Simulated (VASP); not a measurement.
# Zr (Fm-3m) in VASP: relaxation of cell and atoms with PBEsol

Aim: the relaxation of cell and atoms of Zr with PBEsol.

Program: VASP 6.6.1. These are calculated values, not measurements. Logs are shortened: lines on timing, memory, paths and dates and some standing lists are left out, and cuts for length are marked.

## (1) The cell of the first run

It takes space group Fm-3m (No. 225, cubic). Conventional cell: a = 4.457 Å, b = 4.457 Å, c = 4.457 Å, α = 90.00°, β = 90.00°, γ = 90.00°. Zr (site symmetry m-3m) has 12 Zr at 3.15 Å within 4.1 Å.

This isn't the form of Zr at room conditions, which is hcp.

## (2) Relaxation of cell and atoms, PBEsol

Input file INCAR:

```
  PREC = Accurate
  ENCUT = 600
  EDIFF = 1E-6
  ISMEAR = 0
  SIGMA = 0.1
  LREAL = F
  LASPH = T
  NELM = 100
  ALGO = Normal
  ISIF = 3
  LWAVE = F
  LCHARG = F
  GGA = PS
  IBRION = 2
  NSW = 80
  EDIFFG = -0.01
```

Input file KPOINTS:

```
Automatic mesh
0
Gamma
  16 16 16
```

Input file POSCAR:

```
Zr
1.0
    0.0000000000      2.2285903769      2.2285903769
    2.2285903769      0.0000000000      2.2285903769
    2.2285903769      2.2285903769      0.0000000000
Zr
1
Direct
    0.0000000000      0.0000000000      0.0000000000
```

Potentials or basis: VASP PAW PBE potentials, release 64 (Zr_sv).

Command:

```sh
cat potpaw_PBE.64/Zr_sv/POTCAR > POTCAR
mpirun -np 1 vasp_std > vasp.out
```

OUTCAR:

```text
PREC = Accurate
   ENCUT = 600
   EDIFF = 1E-6
   ISMEAR = 0
   LREAL = F
   LASPH = T
   NELM = 100
   ISIF = 3
   GGA = PS
   IBRION = 2
   NSW = 80
   EDIFFG = -0.01

 ion  position               nearest neighbor table
   1  0.000  0.000  0.000-

  LATTYP: Found a face centered cubic cell.
 ALAT       =     4.4571807538

  Lattice vectors:

 A1 = (   0.0000000000,   2.2285903769,   2.2285903769)
 A2 = (   2.2285903769,   0.0000000000,   2.2285903769)
 A3 = (   2.2285903769,   2.2285903769,   0.0000000000)

Analysis of symmetry for initial positions (statically):
=====================================================================
 Subroutine PRICEL returns:
 Original cell was already a primitive cell.

 Routine SETGRP: Setting up the symmetry group for a
 face centered cubic supercell.

 Subroutine GETGRP returns: Found 48 space group operations
 (whereof 48 operations were pure point group operations)
 out of a pool of 48 trial point group operations.

The static configuration has the point symmetry O_h .

Analysis of symmetry for dynamics (positions and initial velocities):
=====================================================================
 Subroutine PRICEL returns:
 Original cell was already a primitive cell.

 Routine SETGRP: Setting up the symmetry group for a
 face centered cubic supercell.

 Subroutine GETGRP returns: Found 48 space group operations
 (whereof 48 operations were pure point group operations)
 out of a pool of 48 trial point group operations.

The dynamic configuration has the point symmetry O_h .

 Subroutine INISYM returns: Found 48 space group operations
 (whereof 48 operations are pure point group operations),
 and found     1 'primitive' translations

----------------------------------------------------------------------------------------

                                     Primitive cell

  volume of cell :      22.1371

  direct lattice vectors                    reciprocal lattice vectors
     0.000000000  2.228590377  2.228590377    -0.224357067  0.224357067  0.224357067
     2.228590377  0.000000000  2.228590377     0.224357067 -0.224357067  0.224357067
     2.228590377  2.228590377  0.000000000     0.224357067  0.224357067 -0.224357067

  length of vectors
     3.151702736  3.151702736  3.151702736     0.388597839  0.388597839  0.388597839

  position of ions in fractional coordinates (direct lattice)
     0.000000000  0.000000000  0.000000000

  ion indices of the primitive-cell ions
   primitive index   ion index
                 1           1

----------------------------------------------------------------------------------------

 KPOINTS: Automatic mesh

Automatic generation of k-mesh.
 Grid dimensions read from file:
 generate k-points for:   16   16   16

 Generating k-lattice:

  Cartesian coordinates                     Fractional coordinates (reciprocal lattice)
    -0.014022317  0.014022317  0.014022317     0.062500000  0.000000000  0.000000000
     0.014022317 -0.014022317  0.014022317     0.000000000  0.062500000  0.000000000
     0.014022317  0.014022317 -0.014022317     0.000000000  0.000000000  0.062500000

  Length of vectors
     0.024287365  0.024287365  0.024287365

  Shift w.r.t. Gamma in fractional coordinates (k-lattice)
     0.000000000  0.000000000  0.000000000

 Subroutine IBZKPT returns following result:
 ===========================================

 Found    145 irreducible k-points:

 Following reciprocal coordinates:
            Coordinates               Weight
  0.000000  0.000000  0.000000      1.000000
  0.062500  0.000000  0.000000      8.000000
  0.125000  0.000000  0.000000      8.000000
  0.187500  0.000000  0.000000      8.000000
  0.250000  0.000000  0.000000      8.000000
  0.312500  0.000000  0.000000      8.000000
[... 16 lines left out ...]
 -0.125000  0.062500  0.000000     24.000000
 -0.062500  0.062500  0.000000     12.000000
 [... further k-points ...]
   k-points           NKPTS =    145   k-points in BZ     NKDIM =    145   number of bands    NBANDS=     10
   number of dos      NEDOS =    301   number of ions     NIONS =      1
   total plane-waves  NPLWV =  21952
   dimension x,y,z NGX =    28 NGY =   28 NGZ =   28
   dimension x,y,z NGXF=    56 NGYF=   56 NGZF=   56
   ions per type =               1
   NGX,Y,Z   is equivalent  to a cutoff of  14.77, 14.77, 14.77 a.u.
   NGXF,Y,Z  is equivalent  to a cutoff of  29.54, 29.54, 29.54 a.u.
 SYSTEM =  unknown system
   PREC   = accura    normal or accurate (medium, high low for compatibility)
   ISTART =      0    job   : 0-new  1-cont  2-samecut
   ICHARG =      2    charge: 1-file 2-atom 10-const
   ISPIN  =      1    spin polarized calculation?
   LNONCOLLINEAR =      F non collinear calculations
   LSORBIT =      F    spin-orbit coupling
   LASPH  =      T    aspherical Exc in radial PAW
   ENCUT  =  600.0 eV  44.10 Ry    6.64 a.u.   6.29  6.29  6.29*2*pi/ulx,y,z
   NELM   =    100;   NELMIN=  2; NELMDL= -5     # of ELM steps
   EDIFF  = 0.1E-05   stopping-criterion for ELM
   LREAL  =      F    real-space projection
   EDIFFG = -.1E-01   stopping-criterion for IOM
   NSW    =     80    number of steps for IOM
   IBRION =      2    ionic relax: 0-MD 1-quasi-New 2-CG
   NFREE  =      1    steps in history (QN), initial steepest desc. (CG)
   ISIF   =      3    stress and relaxation
   ISYM   =      2    0-nonsym 1-usesym 2-fastsym
   POTIM  = 0.5000    time-step for ionic-motion
   TEBEG  =    0.0;   TEEND  =   0.0 temperature during run
   PSTRESS=    0.0 pullay stress
   NELECT =      12.0000    total number of electrons
   NUPDOWN=      -1.0000    fix difference up-down
   EMIN   =  10.00;   EMAX   =-10.00  energy-range for DOS
   EFERMI =   0.00;   METHOD = LEGACY
   ISMEAR =     0;   SIGMA  =   0.10  broadening in eV -4-tet -1-fermi 0-gaus
   EFERMI_NEDOS =   21; number of points for ismear=-14 and -15
   IALGO  =     38    algorithm
   IMIX   =      4    mixing-type and parameters
     AMIX     =   0.40;   BMIX     =  1.00
     AMIX_MAG =   1.60;   BMIX_MAG =  1.00
  volume/ion in A,a.u.               =      22.14       149.39
  Fermi-wavevector in a.u.,A,eV,Ry     =   1.334837  2.522477 24.242733  1.781791
  Thomas-Fermi vector in A             =   2.463588
   LORBIT       =      0    0 simple, 1 ext, 2 COOP (PROOUT), +10 PAW based schemes
   GGA     = PS    functional components
   LHFCALC =     F    Hartree Fock is set to
   AEXX    =    0.0000 exact exchange contribution
   IVDW    =     0    specifies the selected vdW correction
   LEPSILON=     F    determine dielectric tensor
   LRPA    =     F    only Hartree local field effects (RPA)
 conjugate gradient relaxation of ions
 non-spin polarized calculation
 Gauss-broadening in eV      SIGMA  =   0.10
  energy-cutoff  :      600.00
  volume of cell :       22.14
 maximum number of plane-waves:       754
 NGX is ok and might be reduce to    28
   NGX = 13   NGY = 13   NGZ = 13

--------------------------------------- Ionic step        1  -------------------------------------------

 number of electron      12.0000000 magnetization

 Free energy of the ion-electron system (eV)
  ---------------------------------------------------
  ext. energy  EPLUGINS =         0.00000000
  ---------------------------------------------------
  free energy    TOTEN  =        -9.05178247 eV

  energy without entropy =       -9.04308531  energy(sigma->0) =       -9.04743389

------------------------ aborting loop because EDIFF is reached ----------------------------------------

  FORCE on cell =-STRESS in cart. coord.  units (eV):
  Direction    XX          YY          ZZ          XY          YZ          ZX
  --------------------------------------------------------------------------------------
  -------------------------------------------------------------------------------------
  Total        0.0638043      0.0638043      0.0638043      0.0000000      0.0000000     -0.0000000
  in kB        4.6178494      4.6178494      4.6178494      0.0000000      0.0000000     -0.0000000
  external PRESSURE =       4.6178494 kB  Pullay stress =       0.0000000 kB
[... 55 lines left out ...]
  energy  without entropy=       -9.0428618731  energy(sigma->0) =       -9.04732846

--------------------------------------- Ionic step        3  -------------------------------------------

 number of electron      12.0000000 magnetization

 Free energy of the ion-electron system (eV)
  ---------------------------------------------------
  ext. energy  EPLUGINS =         0.00000000
  ---------------------------------------------------
  free energy    TOTEN  =        -9.05193033 eV

  energy without entropy =       -9.04311303  energy(sigma->0) =       -9.04752168

 E-fermi :   9.2853     XC(G=0): -11.4129

 val. band max:        9.2798446102   @ k =  -0.3125   0.3125   0.1250
 cond. band min:       9.2876906879   @ k =  -0.4375   0.3125   0.1250
 fundamental gap:      0.0078460776
 Fermi energy:         9.2853132075

 k-point     1 :       0.0000    0.0000    0.0000
  band No.  band energies     occupation
      1     -39.2445      2.00000
      2     -16.7122      2.00000
      3     -16.7122      2.00000
      4     -16.7122      2.00000
      5       3.6310      2.00000
      6      10.2628      0.00000
      7      10.2628      0.00000
      8      10.2628      0.00000
      9      12.8242      0.00000
     10      12.8242      0.00000
[... 287 lines left out ...]
 k-point    24 :      -0.0625    0.0625    0.0000
  band No.  band energies     occupation
      1     -39.2277      2.00000
      2     -16.8224      2.00000
      3     -16.7437      2.00000
      4     -16.7194      2.00000
      5       3.9805      2.00000
      6       9.9373      0.00000
      7      10.4175      0.00000
      8      10.4463      0.00000
      9      12.5162      0.00000
     10      12.8159      0.00000

 [... further k-points ...]

------------------------ aborting loop because EDIFF is reached ----------------------------------------

  FORCE on cell =-STRESS in cart. coord.  units (eV):
  Direction    XX          YY          ZZ          XY          YZ          ZX
  --------------------------------------------------------------------------------------
  -------------------------------------------------------------------------------------
  Total        0.0002586      0.0002586      0.0002586     -0.0000000     -0.0000000      0.0000000
  in kB        0.0186268      0.0186268      0.0186268     -0.0000000     -0.0000000      0.0000000
  external PRESSURE =       0.0186268 kB  Pullay stress =       0.0000000 kB
[... 16 lines left out ...]
  FREE ENERGIE OF THE ION-ELECTRON SYSTEM (eV)
  ---------------------------------------------------
  free  energy   TOTEN  =        -9.0519303275 eV

  energy  without entropy=       -9.0431130293  energy(sigma->0) =       -9.04752168

 reached required accuracy - stopping structural energy minimisation
```

Wall time 2.4 min (1 thread of Intel Xeon 8259CL, shared host); peak memory 0.2 GiB.

Results:

- Free energy: -9.0519 eV
- Relaxed volume: 22.24 Å³/atom
- Relaxed cell: a = 3.157 Å, b = 3.157 Å, c = 3.157 Å, α = 60.00°, β = 60.00°, γ = 60.00°
- Space group after relaxing (to 0.1 Å): Fm-3m (No. 225)
- Energy gained by relaxing: 0.1 meV/atom
- Ionic steps: 3
- Pressure after relaxing: 0.0 GPa
- Band gap on the k mesh: zero (bands 6 and 7 overlap by 1.39 eV)

The path:
| step | energy change (eV) | largest force (eV/Å) | pressure (GPa) | volume (Å³) |
| --- | --- | --- | --- | --- |
| 1 | 0.0000 | 0.0000 | 0.46 | 22.14 |
| 2 | 0.0000 | 0.0000 | -0.42 | 22.34 |
| 3 | -0.0001 | 0.0000 | 0.00 | 22.24 |

Final structure:
```cif
data_structure
_symmetry_space_group_name_H-M 'P 1'
_symmetry_Int_Tables_number 1
_cell_length_a 3.1566
_cell_length_b 3.1566
_cell_length_c 3.1566
_cell_angle_alpha 60.000
_cell_angle_beta 60.000
_cell_angle_gamma 60.000
_cell_volume 22.24
loop_
_atom_site_label
_atom_site_type_symbol
_atom_site_fract_x
_atom_site_fract_y
_atom_site_fract_z
_atom_site_occupancy
Zr1 Zr 0.00000 0.00000 0.00000 1
```

Caveat: the PAW data sets were made with another functional, which shifts forces and pressure a little.
